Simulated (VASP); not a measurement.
# H4C10Cl in VASP: further runs

The runs below take H4C10Cl through single point, with PBE.

All numbers are computed with VASP 6.6.1; they aren't measurements. Logs are shortened: lines on timing, memory, paths and dates and some standing lists are left out, and cuts for length are marked.

**1. The cell of the first run**

The cell holds a slab with vacuum, 30 atoms: a = 5.049 Å, b = 5.049 Å, c = 17.165 Å, α = 90.00°, β = 90.00°, γ = 90.00°.

**2. Single point, PBE**

File INCAR:

```
SYSTEM = H4C10Cl
PREC = Accurate ; ENCUT = 520
EDIFF = 1E-6 ; ISMEAR = -1
SIGMA = 0.05 ; LREAL = Auto
LASPH = .TRUE. ; NELM = 60
ALGO = Normal ; ISIF = 2
LWAVE = .FALSE. ; LCHARG = .FALSE.
GGA = PE ; NBANDS = 72
```

File KPOINTS:

```
regular mesh
0
G
  2 2 1
  0 0 0
```

File POSCAR:

```
H4C10Cl
1.0
    5.0487420000      0.0000000000      0.0000000000
    0.0000000000      5.0487420000      0.0000000000
    0.0000000000      0.0000000000     17.1647000000
H C Cl
8 20 2
Direct
    0.4277897346      0.0000000000      0.0582591015
    0.0722160095      0.0000000000      0.0582591015
    0.9277954786      0.0000000000      0.0582591015
    0.5722217535      0.0000000000      0.0582591015
    0.4277897346      0.5000057440      0.0582591015
    0.0722160095      0.5000057440      0.0582591015
    0.9277954786      0.5000057440      0.0582591015
    0.5722217535      0.5000057440      0.0582591015
    0.2500028720      0.0000000000      0.0952361533
    0.7500086160      0.0000000000      0.0952361533
    0.2500028720      0.5000057440      0.0952361533
    0.7500086160      0.5000057440      0.0952361533
    0.2500028720      0.2500028720      0.1472324014
    0.7500086160      0.2500028720      0.1472324014
    0.2500028720      0.7500086160      0.1472324014
    0.7500086160      0.7500086160      0.1472324014
    0.0145382751      0.2510724454      0.1945679214
    0.5008376344      0.2563410846      0.1936066462
   -0.0027333542      0.7574956296      0.2063595635
    0.5077898613      0.7562676009      0.2025086369
    0.0174498915      0.0321466219      0.2519356586
    0.4946776841      0.0184204303      0.2482769871
    0.0043773281      0.5054328385      0.2570624596
    0.4889138720      0.4878641056      0.2491683513
    0.2683836885      0.1178115261      0.2883942044
    0.7602487907      0.1146424198      0.2875436215
    0.2413076366      0.3840560678      0.2965155231
    0.7459085848      0.4058040597      0.2936025681
    0.0799208991     -0.0054667083      0.5416989519
    0.4132712664      0.2652541960      0.5442273969
```

Potentials or basis: VASP PAW PBE potentials, release 64 (H, C, Cl).

The run is started by

```sh
$ cat potpaw_PBE.64/H/POTCAR potpaw_PBE.64/C/POTCAR potpaw_PBE.64/Cl/POTCAR > POTCAR
$ mpirun -np 1 vasp_std > vasp.out
```

OUTCAR:

```text
SYSTEM = H4C10Cl
   PREC = Accurate
   ENCUT = 520
   EDIFF = 1E-6
   ISMEAR = -1
   LREAL = Auto
   LASPH = .TRUE.
   NELM = 60
   ISIF = 2
   GGA = PE

 ion  position               nearest neighbor table
   1  0.428  0.000  0.058-   4 0.73   9 1.10
   2  0.072  0.000  0.058-   3 0.73   9 1.10
   3  0.928  0.000  0.058-   2 0.73  10 1.10
   4  0.572  0.000  0.058-   1 0.73  10 1.10
   5  0.428  0.500  0.058-   8 0.73  11 1.10
   6  0.072  0.500  0.058-   7 0.73  11 1.10
   7  0.928  0.500  0.058-   6 0.73  12 1.10
   8  0.572  0.500  0.058-   5 0.73  12 1.10
   9  0.250  0.000  0.095-   2 1.10   1 1.10  15 1.55  13 1.55
  10  0.750  0.000  0.095-   4 1.10   3 1.10  16 1.55  14 1.55
  11  0.250  0.500  0.095-   6 1.10   5 1.10  13 1.55  15 1.55
  12  0.750  0.500  0.095-   8 1.10   7 1.10  14 1.55  16 1.55
  13  0.250  0.250  0.147-  17 1.44  18 1.50  11 1.55   9 1.55
  14  0.750  0.250  0.147-  18 1.49  12 1.55  10 1.55  17 1.56
[... 8 lines left out ...]
  23  0.004  0.505  0.257-  27 1.50  28 1.53  19 1.54  17 1.67
  24  0.489  0.488  0.249-  18 1.51  28 1.56  20 1.58  27 1.58
  25  0.268  0.118  0.288-  27 1.36  22 1.43  21 1.48
  26  0.760  0.115  0.288-  28 1.48  21 1.49  22 1.58
  27  0.241  0.384  0.297-  25 1.36  23 1.50  24 1.58
  28  0.746  0.406  0.294-  26 1.48  23 1.53  24 1.56
  29  0.080  0.995  0.542-  30 2.17
  30  0.413  0.265  0.544-  29 2.17

  LATTYP: Found a simple tetragonal cell.
 ALAT       =     5.0487420000
 C/A-ratio  =     3.3997974149

  Lattice vectors:

 A1 = (   5.0487420000,   0.0000000000,   0.0000000000)
 A2 = (   0.0000000000,   5.0487420000,   0.0000000000)
 A3 = (   0.0000000000,   0.0000000000,  17.1647000000)

Analysis of symmetry for initial positions (statically):
=====================================================================
 Subroutine PRICEL returns:
 Original cell was already a primitive cell.

 Routine SETGRP: Setting up the symmetry group for a
 simple tetragonal supercell.

 Subroutine GETGRP returns: Found  1 space group operations
 (whereof  1 operations were pure point group operations)
 out of a pool of 16 trial point group operations.

The static configuration has the point symmetry C_1 .

Analysis of symmetry for dynamics (positions and initial velocities):
=====================================================================
 Subroutine PRICEL returns:
 Original cell was already a primitive cell.

 Routine SETGRP: Setting up the symmetry group for a
 simple tetragonal supercell.

 Subroutine GETGRP returns: Found  1 space group operations
 (whereof  1 operations were pure point group operations)
[... 144 lines left out ...]
   ISYM   =      2    0-nonsym 1-usesym 2-fastsym
   POTIM  = 0.5000    time-step for ionic-motion
   TEBEG  =    0.0;   TEEND  =   0.0 temperature during run
   PSTRESS=    0.0 pullay stress
   NELECT =     102.0000    total number of electrons
   NUPDOWN=      -1.0000    fix difference up-down
   EMIN   =  10.00;   EMAX   =-10.00  energy-range for DOS
   EFERMI =   0.00;   METHOD = LEGACY
   ISMEAR =    -1;   SIGMA  =   0.05  broadening in eV -4-tet -1-fermi 0-gaus
   EFERMI_NEDOS =   21; number of points for ismear=-14 and -15
   IALGO  =     38    algorithm
   IMIX   =      4    mixing-type and parameters
     AMIX     =   0.40;   BMIX     =  1.00
     AMIX_MAG =   1.60;   BMIX_MAG =  1.00
  volume/ion in A,a.u.               =      14.58        98.42
  Fermi-wavevector in a.u.,A,eV,Ry     =   1.007567  1.904026 13.812522  1.015192
  Thomas-Fermi vector in A             =   2.140380
   LORBIT       =      0    0 simple, 1 ext, 2 COOP (PROOUT), +10 PAW based schemes
   GGA     = PE    functional components
   LHFCALC =     F    Hartree Fock is set to
   AEXX    =    0.0000 exact exchange contribution
   IVDW    =     0    specifies the selected vdW correction
   LEPSILON=     F    determine dielectric tensor
   LRPA    =     F    only Hartree local field effects (RPA)
 non-spin polarized calculation
  energy-cutoff  :      520.00
  volume of cell :      437.52
 maximum number of plane-waves:     11843
 NGX is ok and might be reduce to    40
   NGX = 19   NGY = 19   NGZ = 63

 number of electron     101.9999999 magnetization

 Free energy of the ion-electron system (eV)
  ---------------------------------------------------
  ext. energy  EPLUGINS =         0.00000000
  ---------------------------------------------------
  free energy    TOTEN  =      -191.14577597 eV

  energy without entropy =     -191.11594882  energy(sigma->0) =     -191.13086239

 E-fermi :   0.4616     XC(G=0):  -6.0970

 val. band max:        0.3800218979   @ k =   0.0000   0.5000   0.0000
 cond. band min:       0.5557045072   @ k =   0.5000   0.0000   0.0000
 fundamental gap:      0.1756826093
 Fermi energy:         0.4616370784

 k-point     1 :       0.0000    0.0000    0.0000
  band No.  band energies     occupation
      1     -21.1824      2.00000
      2     -18.8040      2.00000
      3     -16.9615      2.00000
      4     -16.6135      2.00000
      5     -16.4592      2.00000
      6     -16.2615      2.00000
[... 253 lines left out ...]
     62       6.1969      0.00000
     63       6.6206      0.00000
 [bands above 63 left out]

------------------------ aborting loop because EDIFF is reached ----------------------------------------

  FORCE on cell =-STRESS in cart. coord.  units (eV):
  Direction    XX          YY          ZZ          XY          YZ          ZX
  --------------------------------------------------------------------------------------
  -------------------------------------------------------------------------------------
  Total       81.0178504     -8.7177934      4.2441718      0.5642986     -3.5134817     -2.4237834
  in kB      296.6803106    -31.9237999     15.5417875      2.0664123    -12.8660640     -8.8756836
  external PRESSURE =      93.4327661 kB  Pullay stress =       0.0000000 kB

 VOLUME and BASIS-vectors are now :
 -----------------------------------------------------------------------------
  energy-cutoff  :      520.00
  volume of cell :      437.52
      direct lattice vectors                 reciprocal lattice vectors
     5.048742000  0.000000000  0.000000000     0.198069143  0.000000000  0.000000000
     0.000000000  5.048742000  0.000000000     0.000000000  0.198069143  0.000000000
     0.000000000  0.000000000 17.164700000     0.000000000  0.000000000  0.058259102

 POSITION                                       TOTAL-FORCE (eV/Angst)
 -----------------------------------------------------------------------------------
      2.15980      0.00000      1.00000        -8.871155     -0.036356     -0.001976
      0.36460      0.00000      1.00000         8.899042     -0.021560     -0.021639
      4.68420      0.00000      1.00000        -8.874092     -0.025967      0.011202
      2.88900      0.00000      1.00000         8.846762     -0.097201     -0.001385
      2.15980      2.52440      1.00000        -8.888109      0.058042     -0.006061
      0.36460      2.52440      1.00000         8.865453      0.073561     -0.028298
[... 22 lines left out ...]
      0.40350      5.02114      9.29810         1.233669      0.993458      0.038905
      2.08650      1.33920      9.34150        -1.232725     -0.995818     -0.023628
 -----------------------------------------------------------------------------------
    total drift:                               -0.011232     -0.029477     -0.069548

  FREE ENERGIE OF THE ION-ELECTRON SYSTEM (eV)
  ---------------------------------------------------
  free  energy   TOTEN  =      -191.1457759685 eV

  energy  without entropy=     -191.1159488181  energy(sigma->0) =     -191.13086239
```

OSZICAR:

```text
N       E                     dE             d eps       ncg     rms          rms(c)
DAV:   1     0.710308908232E+03    0.71031E+03   -0.46119E+04   576   0.122E+03
DAV:   2    -0.116144518308E+03   -0.82645E+03   -0.78809E+03   784   0.288E+02
DAV:   3    -0.202017867176E+03   -0.85873E+02   -0.84928E+02   720   0.929E+01
[... 17 lines left out ...]
DAV:  21    -0.191145721779E+03   -0.57141E-04   -0.93448E-06   560   0.754E-03    0.148E-02
DAV:  22    -0.191145760644E+03   -0.38865E-04   -0.32893E-06   520   0.429E-03    0.145E-02
DAV:  23    -0.191145772391E+03   -0.11747E-04   -0.15194E-06   496   0.298E-03    0.901E-03
DAV:  24    -0.191145775415E+03   -0.30239E-05   -0.65661E-07   480   0.237E-03    0.351E-03
DAV:  25    -0.191145775968E+03   -0.55368E-06   -0.11338E-07   464   0.113E-03
   1 F= -.19114578E+03 E0= -.19113086E+03  d E =-.298272E-01
```

stdout:

```text
POSCAR found type information on POSCAR H C Cl
 POSCAR found :  3 types and      30 ions
 scaLAPACK will be used
 LDA part: xc-table for (Slater+PW92), standard interpolation
 POSCAR, INCAR and KPOINTS ok, starting setup
 FFT: planning ... GRIDC
 FFT: planning ... GRID_SOFT
 FFT: planning ... GRID
 WAVECAR not read
 entering main loop
```

Wall time 3 min (1 thread of Intel Xeon 6975P-C (Granite Rapids), shared host); peak memory 0.47 GiB.

Results:

```yaml
Free_energy: -191.1458 eV
Largest_force: 8.899 eV/Å
Band_gap_on_the_k_mesh: 0.18 eV (least direct gap 0.23 eV)
```

Forces in eV/Å, atoms in the order of the input:
```
H   -8.871 -0.036 -0.002
H    8.899 -0.022 -0.022
H   -8.874 -0.026  0.011
H    8.847 -0.097 -0.001
H   -8.888  0.058 -0.006
H    8.865  0.074 -0.028
H   -8.860  0.096 -0.018
H    8.836  0.098  0.019
C   -0.198 -0.282  0.978
C    0.088 -0.092  1.109
C   -0.164  0.249  1.052
C    0.236  0.065  1.182
C    1.172  0.473 -4.703
C    1.186  0.410 -3.434
C    0.079  0.328  0.345
C    0.395  0.379  0.765
C   -2.911  2.153 -1.000
C   -0.023 -0.244 -1.431
C    1.864  0.330 -0.605
C   -2.444 -0.989 -0.061
C   -2.269 -2.447  0.386
C    4.215  0.247  1.180
C   -1.646 -2.761 -0.306
C    1.996  0.083  2.598
C   -3.127 -0.585  2.576
C   -1.407  3.024  1.646
C    2.838  2.488 -1.225
C    0.166 -2.971 -1.018
Cl   1.234  0.993  0.039
Cl  -1.233 -0.996 -0.024
```

Caveat: the k points lie up to 0.62 Å⁻¹ apart.

**3. Single point, PBE**

File INCAR:

```
PREC = Accurate
ENCUT = 520
EDIFF = 1E-7
ISMEAR = -1
SIGMA = 0.05
LREAL = Auto
LASPH = True
NELM = 80
ALGO = Normal
ISIF = 2
LWAVE = False
LCHARG = False
GGA = PE
NBANDS = 72
```

File KPOINTS:

```
regular mesh
0
Gamma
  2 2 1
```

File POSCAR:

```
H4C10Cl
1.0
    5.0487420000      0.0000000000      0.0000000000
    0.0000000000      5.0487420000      0.0000000000
    0.0000000000      0.0000000000     17.1647000000
H C Cl
8 20 2
Direct
    0.4277897346      0.0000000000      0.0582591015
    0.0722160095      0.0000000000      0.0582591015
    0.9277954786      0.0000000000      0.0582591015
    0.5722217535      0.0000000000      0.0582591015
    0.4277897346      0.5000057440      0.0582591015
    0.0722160095      0.5000057440      0.0582591015
    0.9277954786      0.5000057440      0.0582591015
    0.5722217535      0.5000057440      0.0582591015
    0.2500028720      0.0000000000      0.0952361533
    0.7500086160      0.0000000000      0.0952361533
    0.2500028720      0.5000057440      0.0952361533
    0.7500086160      0.5000057440      0.0952361533
    0.2500028720      0.2500028720      0.1472324014
    0.7500086160      0.2500028720      0.1472324014
    0.2500028720      0.7500086160      0.1472324014
    0.7500086160      0.7500086160      0.1472324014
   -0.0179450643      0.2643232710      0.1926803265
    0.5003226546      0.2505376587      0.1938338567
    0.0013864840      0.7479486969      0.2043787541
    0.5018279801      0.7496520916      0.2076529156
   -0.0176281537      0.0140431022      0.2580645161
    0.5014120349      0.0286804119      0.2594219532
    0.0090121460      0.4748905767      0.2500072824
    0.5214962460      0.4953115053      0.2568235973
    0.2401192218      0.1325082565      0.2993643932
    0.7484636767      0.1068186887      0.2989041463
    0.2651155476      0.3971088243      0.2892564391
    0.7615758539      0.4004363859      0.2931364952
    0.0693043931     -0.0253726572      0.5510903191
    0.3997827578      0.2094977323      0.5452061498
```

Potentials or basis: VASP PAW PBE potentials, release 64 (H, C, Cl).

The run is started by

```sh
$ cat potpaw_PBE.64/H/POTCAR potpaw_PBE.64/C/POTCAR potpaw_PBE.64/Cl/POTCAR > POTCAR
$ mpirun -np 1 vasp_std > vasp.out
```

It took 3 min on 1 thread of Intel Xeon 6975P-C (Granite Rapids), shared host; peak memory 0.47 GiB.

It converged, with:

```yaml
Free_energy: -191.2472 eV
Largest_force: 8.934 eV/Å
Band_gap_on_the_k_mesh: 0.24 eV (least direct gap 0.37 eV)
```

Forces on the atoms (eV/Å):
```
H   -8.934 -0.029  0.022
H    8.905 -0.079  0.043
H   -8.902 -0.070  0.028
H    8.903  0.011  0.077
H   -8.869  0.121 -0.032
H    8.913  0.041  0.021
H   -8.867  0.059  0.052
H    8.861  0.057 -0.013
C    0.146 -0.144  1.244
C    0.124 -0.302  1.105
C    0.233  0.172  1.037
C   -0.306  0.424  0.841
C   -1.033  0.161 -3.229
C   -2.070  0.150 -4.392
C    0.148  0.221  1.657
C    0.091  0.263  1.350
C    4.553 -3.976  0.741
C    0.126 -0.074  1.205
C   -0.356  0.390  0.281
C    0.404  1.361 -0.426
C    3.218  1.007 -1.151
C   -1.474 -1.117 -1.279
C   -0.577  3.395  1.341
C   -2.508 -0.441 -1.508
C    1.350 -2.396 -1.643
C   -0.487  3.158 -0.327
C   -1.924  0.309  1.315
C    0.330 -2.670  1.629
Cl   0.451  0.311 -0.020
Cl  -0.448 -0.313  0.032
```

Levels at points of the mesh, in eV from the valence-band top:
| k point | band 48 | band 49 | band 50 | band 51 | band 52 | band 53 | band 54 | band 55 |
| --- | --- | --- | --- | --- | --- | --- | --- | --- |
| (0.00, 0.00, 0.00) | -1.90 | -0.75 | -0.49 | -0.15 | 0.54 | 0.79 | 1.96 | 2.28 |
| (0.50, 0.00, 0.00) | -2.22 | -2.20 | -1.19 | -0.68 | 0.24 | 1.31 | 1.90 | 3.45 |
| (0.00, 0.50, 0.00) | -1.67 | -0.58 | -0.25 | 0.00 | 0.37 | 0.63 | 1.56 | 3.16 |
| (0.50, 0.50, 0.00) | -2.47 | -2.00 | -0.95 | -0.37 | 0.42 | 1.09 | 1.81 | 4.13 |

Caveat: the k points lie up to 0.62 Å⁻¹ apart.
